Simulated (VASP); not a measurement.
# ZnO (Fm-3m) in VASP: notebook, part 2 of 2

VASP 6.6.1. Earlier steps stand in the parts before.

### Step 3. Single point, r2SCAN

File POSCAR:

```
ZnO
1.0
    0.0000000000      2.1325600000      2.1325600000
    2.1325600000      0.0000000000      2.1325600000
    2.1325600000      2.1325600000      0.0000000000
Zn O
1 1
Direct
    0.0000000000      0.0000000000      0.0000000000
    0.5000000000      0.5000000000      0.5000000000
```

File INCAR.step1:

```
SYSTEM = ZnO
PREC = Accurate ; ENCUT = 520
ISMEAR = -1 ; SIGMA = 0.05
LREAL = .FALSE. ; LASPH = .TRUE.
NELM = 60 ; NBANDS = 16
GGA = PE ; ALGO = Normal
EDIFF = 1E-4 ; LWAVE = .TRUE.
LCHARG = .FALSE.
```

File INCAR.step2:

```
SYSTEM = ZnO
PREC = Accurate ; ENCUT = 520
EDIFF = 1E-6 ; ISMEAR = -1
SIGMA = 0.05 ; LREAL = .FALSE.
LASPH = .TRUE. ; NELM = 60
ALGO = Normal ; ISIF = 2
LWAVE = .FALSE. ; LCHARG = .TRUE.
METAGGA = R2SCAN ; LMIXTAU = .TRUE.
LELF = .TRUE. ; LVHAR = .TRUE.
NBANDS = 16 ; ISTART = 1
```

File KPOINTS:

```
Automatic mesh
0
G
  10 10 10
  0 0 0
```

Potentials or basis: VASP PAW PBE potentials, release 64 (Zn, O).

Command:

```console
$ cat potpaw_PBE.64/Zn/POTCAR potpaw_PBE.64/O/POTCAR > POTCAR
$ cp INCAR.step1 INCAR
$ mpirun -np 1 vasp_std > vasp.out
$ cp INCAR.step2 INCAR
$ mpirun -np 1 vasp_std > vasp.out
```

OUTCAR:

```text
SYSTEM = ZnO
   PREC = Accurate
   ENCUT = 520
   EDIFF = 1E-6
   ISMEAR = -1
   LREAL = .FALSE.
   LASPH = .TRUE.
   NELM = 60
   ISIF = 2
   METAGGA = R2SCAN
   ISTART = 1

 ion  position               nearest neighbor table
   1  0.000  0.000  0.000-   2 2.13   2 2.13   2 2.13   2 2.13   2 2.13   2 2.13
   2  0.500  0.500  0.500-   1 2.13   1 2.13   1 2.13   1 2.13   1 2.13   1 2.13

  LATTYP: Found a face centered cubic cell.
 ALAT       =     4.2651200000

  Lattice vectors:

 A1 = (   0.0000000000,   2.1325600000,   2.1325600000)
 A2 = (   2.1325600000,   0.0000000000,   2.1325600000)
 A3 = (   2.1325600000,   2.1325600000,   0.0000000000)

Analysis of symmetry for initial positions (statically):
=====================================================================
 Subroutine PRICEL returns:
 Original cell was already a primitive cell.

 Routine SETGRP: Setting up the symmetry group for a
 face centered cubic supercell.

 Subroutine GETGRP returns: Found 48 space group operations
 (whereof 48 operations were pure point group operations)
 out of a pool of 48 trial point group operations.

The static configuration has the point symmetry O_h .

Analysis of symmetry for dynamics (positions and initial velocities):
=====================================================================
 Subroutine PRICEL returns:
 Original cell was already a primitive cell.

 Routine SETGRP: Setting up the symmetry group for a
 face centered cubic supercell.

 Subroutine GETGRP returns: Found 48 space group operations
 (whereof 48 operations were pure point group operations)
 out of a pool of 48 trial point group operations.

The dynamic configuration has the point symmetry O_h .

 Subroutine INISYM returns: Found 48 space group operations
 (whereof 48 operations are pure point group operations),
 and found     1 'primitive' translations

----------------------------------------------------------------------------------------

                                     Primitive cell

  volume of cell :      19.3970

  direct lattice vectors                    reciprocal lattice vectors
     0.000000000  2.132560000  2.132560000    -0.234459992  0.234459992  0.234459992
     2.132560000  0.000000000  2.132560000     0.234459992 -0.234459992  0.234459992
     2.132560000  2.132560000  0.000000000     0.234459992  0.234459992 -0.234459992

  length of vectors
     3.015895275  3.015895275  3.015895275     0.406096618  0.406096618  0.406096618

  position of ions in fractional coordinates (direct lattice)
     0.000000000  0.000000000  0.000000000
     0.500000000  0.500000000  0.500000000

  ion indices of the primitive-cell ions
   primitive index   ion index
                 1           1
                 2           2

----------------------------------------------------------------------------------------

 KPOINTS: Automatic mesh

Automatic generation of k-mesh.
 Grid dimensions read from file:
 generate k-points for:   10   10   10

 Generating k-lattice:

  Cartesian coordinates                     Fractional coordinates (reciprocal lattice)
    -0.023445999  0.023445999  0.023445999     0.100000000  0.000000000  0.000000000
     0.023445999 -0.023445999  0.023445999     0.000000000  0.100000000  0.000000000
     0.023445999  0.023445999 -0.023445999     0.000000000  0.000000000  0.100000000

  Length of vectors
     0.040609662  0.040609662  0.040609662

  Shift w.r.t. Gamma in fractional coordinates (k-lattice)
     0.000000000  0.000000000  0.000000000

 Subroutine IBZKPT returns following result:
 ===========================================

 Found     47 irreducible k-points:

 Following reciprocal coordinates:
            Coordinates               Weight
  0.000000  0.000000  0.000000      1.000000
  0.100000  0.000000  0.000000      8.000000
  0.200000  0.000000  0.000000      8.000000
  0.300000  0.000000  0.000000      8.000000
  0.400000  0.000000  0.000000      8.000000
  0.500000  0.000000  0.000000      4.000000
[... 16 lines left out ...]
  0.300000  0.300000  0.000000      6.000000
  0.400000  0.300000  0.000000     24.000000
 [... further k-points ...]
   k-points           NKPTS =     47   k-points in BZ     NKDIM =     47   number of bands    NBANDS=     16
   number of dos      NEDOS =    301   number of ions     NIONS =      2
   total plane-waves  NPLWV =  13824
   dimension x,y,z NGX =    24 NGY =   24 NGZ =   24
   dimension x,y,z NGXF=    48 NGYF=   48 NGZF=   48
   ions per type =               1   1
   NGX,Y,Z   is equivalent  to a cutoff of  13.23, 13.23, 13.23 a.u.
   NGXF,Y,Z  is equivalent  to a cutoff of  26.46, 26.46, 26.46 a.u.
 SYSTEM =  ZnO
   PREC   = accura    normal or accurate (medium, high low for compatibility)
   ISTART =      1    job   : 0-new  1-cont  2-samecut
   ICHARG =      0    charge: 1-file 2-atom 10-const
   ISPIN  =      1    spin polarized calculation?
   LNONCOLLINEAR =      F non collinear calculations
   LSORBIT =      F    spin-orbit coupling
   LASPH  =      T    aspherical Exc in radial PAW
   ENCUT  =  520.0 eV  38.22 Ry    6.18 a.u.   5.61  5.61  5.61*2*pi/ulx,y,z
   NELM   =     60;   NELMIN=  2; NELMDL=  0     # of ELM steps
   EDIFF  = 0.1E-05   stopping-criterion for ELM
   LREAL  =      F    real-space projection
   EDIFFG = 0.1E-04   stopping-criterion for IOM
   NSW    =      0    number of steps for IOM
   IBRION =     -1    ionic relax: 0-MD 1-quasi-New 2-CG
   NFREE  =      0    steps in history (QN), initial steepest desc. (CG)
   ISIF   =      2    stress and relaxation
   ISYM   =      2    0-nonsym 1-usesym 2-fastsym
   POTIM  = 0.5000    time-step for ionic-motion
   TEBEG  =    0.0;   TEEND  =   0.0 temperature during run
   PSTRESS=    0.0 pullay stress
   NELECT =      18.0000    total number of electrons
   NUPDOWN=      -1.0000    fix difference up-down
   EMIN   =  10.00;   EMAX   =-10.00  energy-range for DOS
   EFERMI =   0.00;   METHOD = LEGACY
   ISMEAR =    -1;   SIGMA  =   0.05  broadening in eV -4-tet -1-fermi 0-gaus
   EFERMI_NEDOS =   21; number of points for ismear=-14 and -15
   IALGO  =     38    algorithm
   IMIX   =      4    mixing-type and parameters
     AMIX     =   0.40;   BMIX     =  1.00
     AMIX_MAG =   1.60;   BMIX_MAG =  1.00
  volume/ion in A,a.u.               =       9.70        65.45
  Fermi-wavevector in a.u.,A,eV,Ry     =   1.596814  3.017541 34.692351  2.549816
  Thomas-Fermi vector in A             =   2.694518
   LORBIT       =      0    0 simple, 1 ext, 2 COOP (PROOUT), +10 PAW based schemes
   METAGGA = R2SCAN    functional components
   LHFCALC =     F    Hartree Fock is set to
   AEXX    =    0.0000 exact exchange contribution
   IVDW    =     0    specifies the selected vdW correction
   LEPSILON=     F    determine dielectric tensor
   LRPA    =     F    only Hartree local field effects (RPA)
 non-spin polarized calculation
  energy-cutoff  :      520.00
  volume of cell :       19.40
 maximum number of plane-waves:       544
 NGX is ok and might be reduce to    24
   NGX = 11   NGY = 11   NGZ = 11

 number of electron      18.0000002 magnetization

 Free energy of the ion-electron system (eV)
  ---------------------------------------------------
  ext. energy  EPLUGINS =         0.00000000
  ---------------------------------------------------
  free energy    TOTEN  =       -17.94859881 eV

  energy without entropy =      -17.94859881  energy(sigma->0) =      -17.94859881

 E-fermi :   3.3351     XC(G=0): -13.1377

 val. band max:        2.4737260293   @ k =   0.5000   0.0000   0.0000
 cond. band min:       4.0288277881   @ k =   0.0000   0.0000   0.0000
 fundamental gap:      1.5551017588
 Fermi energy:         3.3350938762

 k-point     1 :       0.0000    0.0000    0.0000
  band No.  band energies     occupation
      1     -17.1525      2.00000
      2      -2.4430      2.00000
      3      -2.4429      2.00000
      4      -2.4429      2.00000
      5      -2.2543      2.00000
      6      -2.2543      2.00000
[... 8 lines left out ...]
     15      23.2397      0.00000
     16      23.2400      0.00000
[... 419 lines left out ...]
 k-point    24 :       0.4000    0.3000    0.0000
  band No.  band energies     occupation
      1     -15.9557      2.00000
      2      -3.8436      2.00000
      3      -2.8513      2.00000
      4      -2.4535      2.00000
      5      -2.2133      2.00000
      6      -2.0062      2.00000
[... 8 lines left out ...]
     15      31.2192      0.00000
     16      31.7506      0.00000

 [... further k-points ...]

------------------------ aborting loop because EDIFF is reached ----------------------------------------

  FORCE on cell =-STRESS in cart. coord.  units (eV):
  Direction    XX          YY          ZZ          XY          YZ          ZX
  --------------------------------------------------------------------------------------
  -------------------------------------------------------------------------------------
  Total        0.2157596      0.2157596      0.2157596      0.0000000      0.0000000      0.0000000
  in kB       17.8216107     17.8216107     17.8216107      0.0000000      0.0000000      0.0000000
  external PRESSURE =      17.8216107 kB  Pullay stress =       0.0000000 kB

 VOLUME and BASIS-vectors are now :
 -----------------------------------------------------------------------------
  energy-cutoff  :      520.00
  volume of cell :       19.40
      direct lattice vectors                 reciprocal lattice vectors
     0.000000000  2.132560000  2.132560000    -0.234459992  0.234459992  0.234459992
     2.132560000  0.000000000  2.132560000     0.234459992 -0.234459992  0.234459992
     2.132560000  2.132560000  0.000000000     0.234459992  0.234459992 -0.234459992

 POSITION                                       TOTAL-FORCE (eV/Angst)
 -----------------------------------------------------------------------------------
      0.00000      0.00000      0.00000         0.000000      0.000000      0.000000
      2.13256      2.13256      2.13256        -0.000000     -0.000000     -0.000000
 -----------------------------------------------------------------------------------
    total drift:                                0.000000     -0.000000     -0.000000

  FREE ENERGIE OF THE ION-ELECTRON SYSTEM (eV)
  ---------------------------------------------------
  free  energy   TOTEN  =       -17.9485988099 eV

  energy  without entropy=      -17.9485988067  energy(sigma->0) =      -17.94859881
```

Run time: 22 s. Hardware: 1 thread of Intel Xeon 6975P-C (Granite Rapids), shared host; peak memory 0.14 GiB.

What came out:

```
Free energy            : -17.9486 eV
Pressure               : 1.8 GPa
Band gap on the k mesh : 1.56 eV, indirect (least direct gap 3.00 eV)
```

Caveat: the PAW data sets were made with another functional, which shifts forces and pressure a little.
